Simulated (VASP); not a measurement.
## Sr: single point with r2SCAN

The system is Sr.

```
Sr
1.0
     0.00000    2.92479    2.92479
     2.92479    0.00000    2.92479
     2.92479    2.92479    0.00000
Sr
1
Cartesian
  0.0000 0.0000 0.0000
```

This cell differs from its parent crystal: volume scaled by 0.88.

```
Program             : VASP 6.6.1
Task                : single point
Functional          : r2SCAN
Potentials or basis : VASP PAW PBE potentials, release 64 (Sr_sv)
Cutoff              : 520 eV
k mesh              : 15 × 15 × 15
Occupations         : fermi-dirac, width 0.1 eV
Spin                : no spin polarisation
```

| Item | Value |
| --- | --- |
| Pressure | 1.9 GPa |

Levels at points of the mesh, in eV from the Fermi level:
| k point | band 1 | band 2 | band 3 | band 4 | band 5 | band 6 | band 7 | band 8 | band 9 | band 10 |
| --- | --- | --- | --- | --- | --- | --- | --- | --- | --- | --- |
| (0.00, 0.00, 0.00) | -37.84 | -19.07 | -19.07 | -19.07 | -3.97 | 2.80 | 2.80 | 2.80 | 4.50 | 4.50 |

Run time: 2.7 min on 1 thread of Intel Xeon 6975P-C, on a shared host, peak memory 0.23 GiB.

Caveat: the PAW data sets were made with another functional, which shifts forces and pressure a little.
